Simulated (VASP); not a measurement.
# Ta (P6/mmm) in VASP: further runs

Ta is run at these levels: PBE; tasks: single point.

Program: VASP 6.6.1. These are calculated values, not measurements. Logs are shortened: lines on timing, memory, paths and dates and some standing lists are left out, and cuts for length are marked.

### 1 The cell of the first run

It takes space group P6/mmm (No. 191, hexagonal). The conventional cell has a = 4.533 Å, b = 4.533 Å, c = 2.570 Å, α = 90.00°, β = 90.00°, γ = 120.00°. Ta (site symmetry 6/mmm) has 14 Ta at 2.57 to 2.92 Å within 3.4 Å. Ta (site symmetry -6m2) has 11 Ta at 2.57 to 2.92 Å within 3.4 Å.

### 2 Single point, PBE

INCAR

```
SYSTEM = Ta
PREC = Accurate ; ENCUT = 520
EDIFF = 1E-6 ; ISMEAR = -1
SIGMA = 0.08 ; LREAL = .False.
LASPH = .True. ; NELM = 100
ALGO = Normal ; ISIF = 2
LWAVE = .False. ; LCHARG = .True.
GGA = PE ; LELF = .True.
LVHAR = .True. ; NBANDS = 24
```

KPOINTS

```
Automatic mesh
0
Gamma
  8 8 12
  0 0 0
```

POSCAR

```
Ta
1.0
    4.5328864471      0.0000000000      0.0000000000
   -2.2664432236      3.9255948157      0.0000000000
    0.0000000000      0.0000000000      2.5701244003
Ta
3
Direct
    0.0000000000      0.0000000000      0.0000000000
    0.3333333333      0.6666666667      0.5000000000
    0.6666666667      0.3333333333      0.5000000000
```

Potentials or basis: VASP PAW PBE potentials, release 64 (Ta_pv).

Run with:

```
$ cat potpaw_PBE.64/Ta_pv/POTCAR > POTCAR
$ mpirun -np 1 vasp_std > vasp.out
```

OUTCAR:

```text
SYSTEM = Ta
   PREC = Accurate
   ENCUT = 520
   EDIFF = 1E-6
   ISMEAR = -1
   LREAL = .False.
   LASPH = .True.
   NELM = 100
   ISIF = 2
   GGA = PE

 ion  position               nearest neighbor table
   1  0.000  0.000  0.000-   2 2.92   3 2.92   2 2.92   3 2.92   3 2.92   3 2.92   2 2.92   2 2.92
                             3 2.92   3 2.92   2 2.92   2 2.92
   2  0.333  0.667  0.500-   3 2.62   3 2.62   3 2.62   1 2.92   1 2.92   1 2.92   1 2.92   1 2.92
                             1 2.92
   3  0.667  0.333  0.500-   2 2.62   2 2.62   2 2.62   1 2.92   1 2.92   1 2.92   1 2.92   1 2.92
                             1 2.92

  LATTYP: Found a hexagonal cell.
 ALAT       =     4.5328864471
 C/A-ratio  =     0.5669950991

  Lattice vectors:

 A1 = (   4.5328864471,   0.0000000000,   0.0000000000)
 A2 = (  -2.2664432236,   3.9255948157,   0.0000000000)
 A3 = (   0.0000000000,   0.0000000000,   2.5701244003)

Analysis of symmetry for initial positions (statically):
=====================================================================
 Subroutine PRICEL returns:
 Original cell was already a primitive cell.

 Routine SETGRP: Setting up the symmetry group for a
 hexagonal supercell.

 Subroutine GETGRP returns: Found 24 space group operations
 (whereof 24 operations were pure point group operations)
 out of a pool of 24 trial point group operations.

The static configuration has the point symmetry D_6h.

Analysis of symmetry for dynamics (positions and initial velocities):
=====================================================================
 Subroutine PRICEL returns:
 Original cell was already a primitive cell.

 Routine SETGRP: Setting up the symmetry group for a
 hexagonal supercell.

 Subroutine GETGRP returns: Found 24 space group operations
 (whereof 24 operations were pure point group operations)
 out of a pool of 24 trial point group operations.

The dynamic configuration has the point symmetry D_6h.

 Subroutine INISYM returns: Found 24 space group operations
 (whereof 24 operations are pure point group operations),
 and found     1 'primitive' translations

----------------------------------------------------------------------------------------

                                     Primitive cell

  volume of cell :      45.7335

  direct lattice vectors                    reciprocal lattice vectors
     4.532886447  0.000000000  0.000000000     0.220609983  0.127369233  0.000000000
    -2.266443224  3.925594816  0.000000000     0.000000000  0.254738466  0.000000000
[... 80 lines left out ...]
   ICHARG =      2    charge: 1-file 2-atom 10-const
   ISPIN  =      1    spin polarized calculation?
   LNONCOLLINEAR =      F non collinear calculations
   LSORBIT =      F    spin-orbit coupling
   LASPH  =      T    aspherical Exc in radial PAW
   ENCUT  =  520.0 eV  38.22 Ry    6.18 a.u.   8.43  8.43  4.78*2*pi/ulx,y,z
   NELM   =    100;   NELMIN=  2; NELMDL= -5     # of ELM steps
   EDIFF  = 0.1E-05   stopping-criterion for ELM
   LREAL  =      F    real-space projection
   EDIFFG = 0.1E-04   stopping-criterion for IOM
   NSW    =      0    number of steps for IOM
   IBRION =     -1    ionic relax: 0-MD 1-quasi-New 2-CG
   NFREE  =      0    steps in history (QN), initial steepest desc. (CG)
   ISIF   =      2    stress and relaxation
   ISYM   =      2    0-nonsym 1-usesym 2-fastsym
   POTIM  = 0.5000    time-step for ionic-motion
   TEBEG  =    0.0;   TEEND  =   0.0 temperature during run
   PSTRESS=    0.0 pullay stress
   NELECT =      33.0000    total number of electrons
   NUPDOWN=      -1.0000    fix difference up-down
   EMIN   =  10.00;   EMAX   =-10.00  energy-range for DOS
   EFERMI =   0.00;   METHOD = LEGACY
   ISMEAR =    -1;   SIGMA  =   0.08  broadening in eV -4-tet -1-fermi 0-gaus
   EFERMI_NEDOS =   21; number of points for ismear=-14 and -15
   IALGO  =     38    algorithm
   IMIX   =      4    mixing-type and parameters
     AMIX     =   0.40;   BMIX     =  1.00
     AMIX_MAG =   1.60;   BMIX_MAG =  1.00
  volume/ion in A,a.u.               =      15.24       102.87
  Fermi-wavevector in a.u.,A,eV,Ry     =   1.468367  2.774812 29.335550  2.156102
  Thomas-Fermi vector in A             =   2.583873
   LORBIT       =      0    0 simple, 1 ext, 2 COOP (PROOUT), +10 PAW based schemes
   GGA     = PE    functional components
   LHFCALC =     F    Hartree Fock is set to
   AEXX    =    0.0000 exact exchange contribution
   IVDW    =     0    specifies the selected vdW correction
   LEPSILON=     F    determine dielectric tensor
   LRPA    =     F    only Hartree local field effects (RPA)
 non-spin polarized calculation
  energy-cutoff  :      520.00
  volume of cell :       45.73
 maximum number of plane-waves:      1257
 NGX is ok and might be reduce to    36
   NGX = 17   NGY = 17   NGZ =  9

 number of electron      33.0000005 magnetization

 Free energy of the ion-electron system (eV)
  ---------------------------------------------------
  ext. energy  EPLUGINS =         0.00000000
  ---------------------------------------------------
  free energy    TOTEN  =       -33.31314682 eV

  energy without entropy =      -33.27123724  energy(sigma->0) =      -33.29219203

 E-fermi :   7.2837     XC(G=0): -13.4846

 val. band max:        7.2773208175   @ k =   0.5000   0.0000   0.1667
 cond. band min:       7.3238193026   @ k =   0.0000   0.0000   0.5000
 fundamental gap:      0.0464984851
 Fermi energy:         7.2837026513

 k-point     1 :       0.0000    0.0000    0.0000
  band No.  band energies     occupation
      1     -27.1457      2.00000
      2     -27.1457      2.00000
      3     -26.6910      2.00000
      4     -26.6910      2.00000
      5     -25.5956      2.00000
      6     -25.5836      2.00000
[... 637 lines left out ...]
     23      12.5869      0.00000
     24      12.7742      0.00000

 [... further k-points ...]
[... 5 lines left out ...]
  --------------------------------------------------------------------------------------
  -------------------------------------------------------------------------------------
  Total       15.5844777     15.5844777     15.6496808     -0.0000000      0.0000000     -0.0000000
  in kB      545.9694964    545.9694964    548.2537499     -0.0000000      0.0000000     -0.0000000
  external PRESSURE =     546.7309142 kB  Pullay stress =       0.0000000 kB

 VOLUME and BASIS-vectors are now :
 -----------------------------------------------------------------------------
  energy-cutoff  :      520.00
  volume of cell :       45.73
      direct lattice vectors                 reciprocal lattice vectors
     4.532886447  0.000000000  0.000000000     0.220609983  0.127369233  0.000000000
    -2.266443224  3.925594816  0.000000000     0.000000000  0.254738466  0.000000000
     0.000000000  0.000000000  2.570124400     0.000000000  0.000000000  0.389086225

 POSITION                                       TOTAL-FORCE (eV/Angst)
 -----------------------------------------------------------------------------------
      0.00000      0.00000      0.00000        -0.000000      0.000000     -0.000000
     -0.00000      2.61706      1.28506         0.000000      0.000000      0.000000
      2.26644      1.30853      1.28506        -0.000000      0.000000     -0.000000
 -----------------------------------------------------------------------------------
    total drift:                                0.000000      0.000000     -0.000000

  FREE ENERGIE OF THE ION-ELECTRON SYSTEM (eV)
  ---------------------------------------------------
  free  energy   TOTEN  =       -33.3131468249 eV

  energy  without entropy=      -33.2712372398  energy(sigma->0) =      -33.29219203
```

OSZICAR:

```text
N       E                     dE             d eps       ncg     rms          rms(c)
DAV:   1     0.296302542140E+03    0.29630E+03   -0.18013E+04  3360   0.145E+03
DAV:   2    -0.251707854773E+02   -0.32147E+03   -0.31004E+03  3936   0.424E+02
DAV:   3    -0.342992281630E+02   -0.91284E+01   -0.89408E+01  4296   0.687E+01
DAV:   4    -0.343883146074E+02   -0.89086E-01   -0.89037E-01  3696   0.703E+00
DAV:   5    -0.343894343151E+02   -0.11197E-02   -0.11196E-02  4328   0.664E-01    0.315E+01
DAV:   6    -0.336029878097E+02    0.78645E+00   -0.71238E-01  3736   0.730E+00    0.167E+01
DAV:   7    -0.333302433008E+02    0.27274E+00   -0.80313E-01  3912   0.813E+00    0.113E+00
DAV:   8    -0.333148940172E+02    0.15349E-01   -0.50323E-02  4072   0.273E+00    0.503E-01
DAV:   9    -0.333131703417E+02    0.17237E-02   -0.85880E-03  3680   0.778E-01    0.112E-01
DAV:  10    -0.333131462804E+02    0.24061E-04   -0.21041E-04  4168   0.126E-01    0.639E-02
DAV:  11    -0.333131481185E+02   -0.18381E-05   -0.12917E-05  3936   0.298E-02    0.108E-02
DAV:  12    -0.333131470527E+02    0.10658E-05   -0.22946E-06  3264   0.129E-02    0.560E-03
DAV:  13    -0.333131468249E+02    0.22781E-06   -0.24459E-07  2032   0.496E-03
   1 F= -.33313147E+02 E0= -.33292192E+02  d E =-.419096E-01
```

stdout:

```text
POSCAR found type information on POSCAR Ta
 POSCAR found :  1 types and       3 ions
 scaLAPACK will be used
 LDA part: xc-table for (Slater+PW92), standard interpolation
 POSCAR, INCAR and KPOINTS ok, starting setup
 FFT: planning ... GRIDC
 FFT: planning ... GRID_SOFT
 FFT: planning ... GRID
 WAVECAR not read
 entering main loop
```

It took 47 s on 1 thread of Intel Xeon Platinum 8375C at 2.90GHz (Ice Lake), shared host; peak memory 0.2 GiB.

Results:

- Free energy: -33.3131 eV
- Pressure: 54.7 GPa

Caveat: spin-orbit coupling is left out, which moves the levels of the heavy elements.

### 3 Single point, PBE

INCAR

```
SYSTEM = Ta
PREC = Accurate
ENCUT = 520
EDIFF = 1E-7
ISMEAR = -1
SIGMA = 0.08
LREAL = .FALSE.
LASPH = .TRUE.
NELM = 60
ALGO = Normal
ISIF = 2
LWAVE = .FALSE.
LCHARG = .FALSE.
GGA = PE
NBANDS = 24
```

KPOINTS

```
regular mesh
0
G
  8 8 12
  0 0 0
```

POSCAR

```
Ta
1.0
    4.5308271452      0.0000000000      0.0000000000
   -2.2654135726      3.9238114079      0.0000000000
    0.0000000000      0.0000000000      2.5684105705
Ta
3
Direct
    0.0000000000      0.0000000000      0.0000000000
    0.3333333333      0.6666666667      0.5000000000
    0.6666666667      0.3333333333      0.5000000000
```

Potentials or basis: VASP PAW PBE potentials, release 64 (Ta_pv).

Run with:

```
$ cat potpaw_PBE.64/Ta_pv/POTCAR > POTCAR
$ mpirun -np 1 vasp_std > vasp.out
```

Run time: 50 s. Hardware: 1 thread of Intel Xeon Platinum 8375C at 2.90GHz (Ice Lake), shared host; peak memory 0.2 GiB.

Results (log left out):

```yaml
Free_energy: -33.2884 eV
Pressure: 55.3 GPa
```

Stress tensor (GPa, compression positive):
```
55.14  0.00  0.00
 0.00 55.14  0.00
 0.00  0.00 55.53
```

Levels at points of the mesh, in eV from the Fermi level:
| k point | band 13 | band 14 | band 15 | band 16 | band 17 | band 18 | band 19 | band 20 | band 21 | band 22 |
| --- | --- | --- | --- | --- | --- | --- | --- | --- | --- | --- |
| (0.00, 0.00, 0.00) | -1.52 | -1.52 | -1.50 | -1.50 | -0.86 | 1.03 | 1.03 | 3.68 | 3.68 | 3.80 |
| (0.50, 0.00, 0.00) | -2.49 | -2.20 | -2.15 | -1.36 | -0.78 | 1.77 | 2.19 | 4.00 | 4.09 | 4.49 |
| (0.00, 0.00, 0.50) | -3.83 | -3.43 | -1.77 | 0.04 | 0.04 | 1.69 | 1.69 | 5.60 | 5.60 | 6.58 |
| (0.50, 0.00, 0.50) | -3.33 | -1.69 | -1.60 | -0.88 | 0.93 | 1.30 | 1.61 | 3.09 | 4.18 | 5.58 |

Caveat: spin-orbit coupling is left out, which moves the levels of the heavy elements.
